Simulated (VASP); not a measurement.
# InSb (I-4m2) in VASP: a series of runs

The runs below take InSb through electric field gradients, with LDA.

Everything below comes from runs of VASP 6.6.1. Logs are shortened: lines on timing, memory, paths and dates and some standing lists are left out, and cuts for length are marked.

### Step 1. The cell of the first run

It takes space group I-4m2 (No. 119, tetragonal). Conventional cell: a = 4.581 Å, b = 4.581 Å, c = 6.608 Å, α = 90.00°, β = 90.00°, γ = 90.00°. Within 3.7 Å of In (site symmetry -4m2) lie 4 Sb at 2.82 Å. Sb (site symmetry -4m2) has 4 In at 2.82 Å within 3.7 Å.

### Step 2. Electric field gradients, LDA (zz strain of +2 %)

Input file INCAR:

```
PREC = Accurate
ENCUT = 520
EDIFF = 1E-8
ISMEAR = -1
SIGMA = 0.03
LREAL = False
LASPH = True
NELM = 60
ALGO = Normal
ISIF = 2
LWAVE = False
LCHARG = False
LEFG = True
NBANDS = 16
```

Input file KPOINTS:

```
Automatic mesh
0
Gamma
  10 10 10
```

Input file POSCAR:

```
InSb
1.0
    0.0000000000      3.2391000000      3.3038820000
    3.2391000000      0.0000000000      3.3038820000
    3.2391000000      3.2391000000      0.0000000000
In Sb
1 1
Direct
    0.0000000000      0.0000000000      0.0000000000
    0.7500000000      0.7500000000      0.7500000000
```

Potentials or basis: VASP PAW LDA potentials, release 64 (In_d, Sb).

The run is started by

```sh
$ cat potpaw_LDA.64/In_d/POTCAR potpaw_LDA.64/Sb/POTCAR > POTCAR
$ mpirun -np 1 vasp_std > vasp.out
```

OUTCAR:

```text
PREC = Accurate
   ENCUT = 520
   EDIFF = 1E-8
   ISMEAR = -1
   LREAL = False
   LASPH = True
   NELM = 60
   ISIF = 2

 ion  position               nearest neighbor table
   1  0.000  0.000  0.000-   2 2.82   2 2.82   2 2.82   2 2.82
   2  0.750  0.750  0.750-   1 2.82   1 2.82   1 2.82   1 2.82

  LATTYP: Found a body centered tetragonal cell.
 ALAT       =     4.5807791499
 C/A-ratio  =     1.4424978336

  Lattice vectors:

 A1 = (  -3.2391000000,   0.0000000000,   3.3038820000)
 A2 = (   3.2391000000,   0.0000000000,   3.3038820000)
 A3 = (   0.0000000000,   3.2391000000,  -3.3038820000)

Analysis of symmetry for initial positions (statically):
=====================================================================
 Subroutine PRICEL returns:
 Original cell was already a primitive cell.

 Routine SETGRP: Setting up the symmetry group for a
 body centered tetragonal supercell.

 Subroutine GETGRP returns: Found  8 space group operations
 (whereof  8 operations were pure point group operations)
 out of a pool of 16 trial point group operations.

The static configuration has the point symmetry D_2d.

Analysis of symmetry for dynamics (positions and initial velocities):
=====================================================================
 Subroutine PRICEL returns:
 Original cell was already a primitive cell.

 Routine SETGRP: Setting up the symmetry group for a
 body centered tetragonal supercell.

 Subroutine GETGRP returns: Found  8 space group operations
 (whereof  8 operations were pure point group operations)
 out of a pool of 16 trial point group operations.

The dynamic configuration has the point symmetry D_2d.

 Subroutine INISYM returns: Found  8 space group operations
 (whereof  8 operations are pure point group operations),
 and found     1 'primitive' translations

----------------------------------------------------------------------------------------

                                     Primitive cell

  volume of cell :      69.3271

  direct lattice vectors                    reciprocal lattice vectors
     0.000000000  3.239100000  3.303882000    -0.154363867  0.154363867  0.151337124
     3.239100000  0.000000000  3.303882000     0.154363867 -0.154363867  0.151337124
     3.239100000  3.239100000  0.000000000     0.154363867  0.154363867 -0.151337124
[... 115 lines left out ...]
 non-spin polarized calculation
  energy-cutoff  :      520.00
  volume of cell :       69.33
 maximum number of plane-waves:      1886
   NGX = 17   NGY = 17   NGZ = 17

 number of electron      17.9999996 magnetization

 Free energy of the ion-electron system (eV)
  ---------------------------------------------------
  ext. energy  EPLUGINS =         0.00000000
  ---------------------------------------------------
  free energy    TOTEN  =        -8.20520329 eV

  energy without entropy =       -8.20507503  energy(sigma->0) =       -8.20513916

 E-fermi :   4.7250     XC(G=0):  -8.9123

 val. band max:        4.7170229342   @ k =   0.0000   0.0000   0.0000
 cond. band min:       5.0669235560   @ k =   0.5000   0.0000   0.0000
 fundamental gap:      0.3499006218
 Fermi energy:         4.7250374505

 k-point     1 :       0.0000    0.0000    0.0000
  band No.  band energies     occupation
      1      -9.8343      2.00000
      2      -9.8307      2.00000
      3      -9.8307      2.00000
      4      -9.7512      2.00000
      5      -9.7491      2.00000
      6      -5.9661      2.00000
[... 433 lines left out ...]
      3      -9.7990      2.00000
      4      -9.7607      2.00000
      5      -9.7456      2.00000
      6      -4.6652      2.00000
[... 8 lines left out ...]
     15      14.2324      0.00000
     16      14.4382      0.00000

 [... further k-points ...]
[... 5 lines left out ...]
  --------------------------------------------------------------------------------------
  -------------------------------------------------------------------------------------
  Total       -0.4958809     -0.4958809     -0.7574942      0.0000000     -0.0000000      0.0000000
  in kB      -11.4600027    -11.4600027    -17.5059895      0.0000000     -0.0000000      0.0000000
  external PRESSURE =     -13.4753316 kB  Pullay stress =       0.0000000 kB

 VOLUME and BASIS-vectors are now :
 -----------------------------------------------------------------------------
  energy-cutoff  :      520.00
  volume of cell :       69.33
      direct lattice vectors                 reciprocal lattice vectors
     0.000000000  3.239100000  3.303882000    -0.154363867  0.154363867  0.151337124
     3.239100000  0.000000000  3.303882000     0.154363867 -0.154363867  0.151337124
     3.239100000  3.239100000  0.000000000     0.154363867  0.154363867 -0.151337124

 POSITION                                       TOTAL-FORCE (eV/Angst)
 -----------------------------------------------------------------------------------
      0.00000      0.00000      0.00000        -0.000000     -0.000000     -0.000000
      4.85865      4.85865      4.95582         0.000000      0.000000      0.000000
 -----------------------------------------------------------------------------------
    total drift:                               -0.000000     -0.000000      0.000000

  FREE ENERGIE OF THE ION-ELECTRON SYSTEM (eV)
  ---------------------------------------------------
  free  energy   TOTEN  =        -8.2052032895 eV

  energy  without entropy=       -8.2050750313  energy(sigma->0) =       -8.20513916

 Electric field gradients (V/A^2)
---------------------------------------------------------------------
 ion       V_xx      V_yy      V_zz      V_xy      V_xz      V_yz
---------------------------------------------------------------------
   1       2.737     2.737    -5.474     0.002     0.002     0.002
   2      -2.353    -2.353     4.707    -0.000    -0.000    -0.000
---------------------------------------------------------------------

 Electric field gradients after diagonalization (V/A^2)
 (convention: |V_zz| > |V_xx| > |V_yy|)
----------------------------------------------------------------------
 ion       V_xx      V_yy      V_zz     asymmetry (V_yy - V_xx)/ V_zz
----------------------------------------------------------------------
   1       2.739     2.735    -5.474       0.001
   2      -2.353    -2.353     4.707       0.000
----------------------------------------------------------------------

           NMR quadrupolar parameters

 Cq : quadrupolar parameter    Cq=e*Q*V_zz/h
 eta: asymmetry parameters     (V_yy - V_xx)/ V_zz
 Q  : nuclear electric quadrupole moment in mb (millibarn)
----------------------------------------------------------------------
 ion       Cq(MHz)       eta       Q (mb)
----------------------------------------------------------------------
   1      -0.013       0.001       1.000
   2       0.011       0.000       1.000
----------------------------------------------------------------------
```

OSZICAR:

```text
N       E                     dE             d eps       ncg     rms          rms(c)
DAV:   1     0.115206206675E+03    0.11521E+03   -0.78315E+03  3264   0.111E+03
DAV:   2    -0.892579442181E+00   -0.11610E+03   -0.11231E+03  3760   0.284E+02
DAV:   3    -0.813423682643E+01   -0.72417E+01   -0.72171E+01  4128   0.733E+01
DAV:   4    -0.834615688088E+01   -0.21192E+00   -0.21188E+00  4184   0.145E+01
DAV:   5    -0.835756235785E+01   -0.11405E-01   -0.11405E-01  4912   0.276E+00    0.418E+00
DAV:   6    -0.823568219909E+01    0.12188E+00   -0.15054E-01  4760   0.595E+00    0.236E+00
DAV:   7    -0.820684473935E+01    0.28837E-01   -0.63402E-02  4584   0.228E+00    0.529E-01
DAV:   8    -0.820512289399E+01    0.17218E-02   -0.66340E-03  4456   0.938E-01    0.289E-01
DAV:   9    -0.820521439870E+01   -0.91505E-04   -0.61377E-04  4168   0.222E-01    0.804E-02
DAV:  10    -0.820519960566E+01    0.14793E-04   -0.36756E-05  3896   0.434E-02    0.306E-02
DAV:  11    -0.820520343556E+01   -0.38299E-05   -0.93749E-06  4160   0.397E-02    0.210E-02
DAV:  12    -0.820520328233E+01    0.15322E-06   -0.68131E-07  4680   0.892E-03    0.540E-03
DAV:  13    -0.820520329658E+01   -0.14242E-07   -0.13947E-07  4152   0.349E-03    0.267E-03
DAV:  14    -0.820520328946E+01    0.71175E-08   -0.14635E-08  3432   0.137E-03
   1 F= -.82052033E+01 E0= -.82051392E+01  d E =-.128258E-03
```

Wall time 47 s (1 thread of Intel Xeon 6975P-C (Granite Rapids), shared host); peak memory 0.25 GiB.

What came out:

```yaml
Free_energy: -8.2052 eV
Pressure: -1.3 GPa
Band_gap_on_the_k_mesh: zero (filled and empty bands touch)
Largest_electric_field_gradient_by_atom: In -5.5; Sb +4.7 V/Å²
```

Stress tensor (GPa, compression positive):
```
-1.15  0.00  0.00
 0.00 -1.15  0.00
 0.00  0.00 -1.75
```

Electric field gradients, principal values (V/Å²):
| atom | least | middle | greatest (by size) |
| --- | --- | --- | --- |
| 1 In | 2.735 | 2.739 | -5.474 |
| 2 Sb | -2.353 | -2.353 | 4.707 |

Caveat: the cell differs from its parent crystal (zz strain of +2 %); semilocal functionals underestimate gaps, so a narrow gap can read as zero; without QUAD_EFG the Cq values of the log hold for a quadrupole moment of 1 mb, not for the nuclei; spin-orbit coupling is left out, which moves the levels of the heavy elements.

### Step 3. Electric field gradients, LDA (zz strain of +2 %)

Input file INCAR:

```
SYSTEM = InSb
ALGO = Normal
EDIFF = 1E-8
ENCUT = 520
ISIF = 2
ISMEAR = -1
LASPH = .True.
LCHARG = .False.
LEFG = .True.
LREAL = .False.
LWAVE = .False.
NBANDS = 16
NELM = 60
PREC = Accurate
SIGMA = 0.03
```

Input file KPOINTS:

```
k-points
0
Gamma
  10 10 10
  0 0 0
```

POSCAR is that of step 2.

Potentials or basis: VASP PAW LDA potentials, release 64 (In_d, Sb).

The run is started by

```sh
$ cat potpaw_LDA.64/In_d/POTCAR potpaw_LDA.64/Sb/POTCAR > POTCAR
$ mpirun -np 1 vasp_std > vasp.out
```

OUTCAR:

```text
SYSTEM = InSb
   EDIFF = 1E-8
   ENCUT = 520
   ISIF = 2
   ISMEAR = -1
   LASPH = .True.
   LREAL = .False.
   NELM = 60
   PREC = Accurate

 ion  position               nearest neighbor table
   1  0.000  0.000  0.000-   2 2.82   2 2.82   2 2.82   2 2.82
   2  0.750  0.750  0.750-   1 2.82   1 2.82   1 2.82   1 2.82

  LATTYP: Found a body centered tetragonal cell.
 ALAT       =     4.5807791499
 C/A-ratio  =     1.4424978336

  Lattice vectors:

 A1 = (  -3.2391000000,   0.0000000000,   3.3038820000)
 A2 = (   3.2391000000,   0.0000000000,   3.3038820000)
 A3 = (   0.0000000000,   3.2391000000,  -3.3038820000)

Analysis of symmetry for initial positions (statically):
=====================================================================
 Subroutine PRICEL returns:
 Original cell was already a primitive cell.

 Routine SETGRP: Setting up the symmetry group for a
[... 644 lines left out ...]
  energy-cutoff  :      520.00
  volume of cell :       69.33
      direct lattice vectors                 reciprocal lattice vectors
     0.000000000  3.239100000  3.303882000    -0.154363867  0.154363867  0.151337124
     3.239100000  0.000000000  3.303882000     0.154363867 -0.154363867  0.151337124
     3.239100000  3.239100000  0.000000000     0.154363867  0.154363867 -0.151337124

 POSITION                                       TOTAL-FORCE (eV/Angst)
 -----------------------------------------------------------------------------------
      0.00000      0.00000      0.00000        -0.000000     -0.000000     -0.000000
      4.85865      4.85865      4.95582         0.000000      0.000000      0.000000
 -----------------------------------------------------------------------------------
    total drift:                               -0.000000     -0.000000      0.000000

  FREE ENERGIE OF THE ION-ELECTRON SYSTEM (eV)
  ---------------------------------------------------
  free  energy   TOTEN  =        -8.2052032895 eV

  energy  without entropy=       -8.2050750313  energy(sigma->0) =       -8.20513916

 Electric field gradients (V/A^2)
---------------------------------------------------------------------
 ion       V_xx      V_yy      V_zz      V_xy      V_xz      V_yz
---------------------------------------------------------------------
   1       2.737     2.737    -5.474     0.002     0.002     0.002
   2      -2.353    -2.353     4.707    -0.000    -0.000    -0.000
---------------------------------------------------------------------

 Electric field gradients after diagonalization (V/A^2)
 (convention: |V_zz| > |V_xx| > |V_yy|)
----------------------------------------------------------------------
 ion       V_xx      V_yy      V_zz     asymmetry (V_yy - V_xx)/ V_zz
----------------------------------------------------------------------
   1       2.739     2.735    -5.474       0.001
   2      -2.353    -2.353     4.707       0.000
----------------------------------------------------------------------

           NMR quadrupolar parameters

 Cq : quadrupolar parameter    Cq=e*Q*V_zz/h
 eta: asymmetry parameters     (V_yy - V_xx)/ V_zz
 Q  : nuclear electric quadrupole moment in mb (millibarn)
----------------------------------------------------------------------
 ion       Cq(MHz)       eta       Q (mb)
----------------------------------------------------------------------
   1      -0.013       0.001       1.000
   2       0.011       0.000       1.000
----------------------------------------------------------------------
```

It took 48 s on 1 thread of Intel Xeon 6975P-C (Granite Rapids), shared host; peak memory 0.25 GiB.

What came out:

- Free energy: -8.2052 eV
- Pressure: -1.3 GPa
- Band gap on the k mesh: zero (filled and empty bands touch)
- Largest electric field gradient by atom: In -5.5; Sb +4.7 V/Å²

Electric field gradients, principal values (V/Å²):
```tsv
atom	least	middle	greatest (by size)
1 In	2.735	2.739	-5.474
2 Sb	-2.353	-2.353	4.707
```

Caveat: the cell differs from its parent crystal (zz strain of +2 %); semilocal functionals underestimate gaps, so a narrow gap can read as zero; without QUAD_EFG the Cq values of the log hold for a quadrupole moment of 1 mb, not for the nuclei; spin-orbit coupling is left out, which moves the levels of the heavy elements.
